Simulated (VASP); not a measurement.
A run of VASP 6.6.1 is set up as follows.

The input INCAR:

```
SYSTEM = Ge2SbO3
PREC = Accurate ; ENCUT = 520
EDIFF = 1E-7 ; ISMEAR = 0
SIGMA = 0.1 ; LREAL = .False.
LASPH = .True. ; NELM = 80
ALGO = Fast ; ISIF = 2
LWAVE = .False. ; LCHARG = .True.
GGA = PE ; LELF = .True.
LVHAR = .True. ; NBANDS = 34
```

The input KPOINTS:

```
Automatic mesh
0
Gamma
  6 6 6
  0 0 0
```

The input POSCAR:

```
Ge2SbO3
1.0
    2.8453794246      1.6427805767      3.8651263008
   -2.8453794246      1.6427805767      3.8651263008
    0.0000000000     -3.2855611534      3.8651263008
Ge Sb O
2 1 3
Direct
    0.2418726144      0.2418726144      0.2418726144
    0.7581273856      0.7581273856      0.7581273856
    0.5000000000      0.5000000000      0.5000000000
    0.0000000000      0.0000000000      0.5000000000
    0.5000000000      0.0000000000      0.0000000000
    0.0000000000      0.5000000000      0.0000000000
```

Potentials or basis: VASP PAW PBE potentials, release 64 (Ge_d, Sb, O).

Launch:

```sh
$ cat potpaw_PBE.64/Ge_d/POTCAR potpaw_PBE.64/Sb/POTCAR potpaw_PBE.64/O/POTCAR > POTCAR
$ mpirun -np 1 vasp_std > vasp.out
```

(1) Estimate the band gap on the k mesh.

(2) Predict the pressure.

Results:

(1) zero (an odd number of electrons rules out a gap without spin polarisation).

(2) -0.2 GPa.

Caveat: spin-orbit coupling is left out, which moves the levels of the heavy elements; an odd number of electrons without spin polarisation forces a metal; a magnetic or distorted state may lie lower.
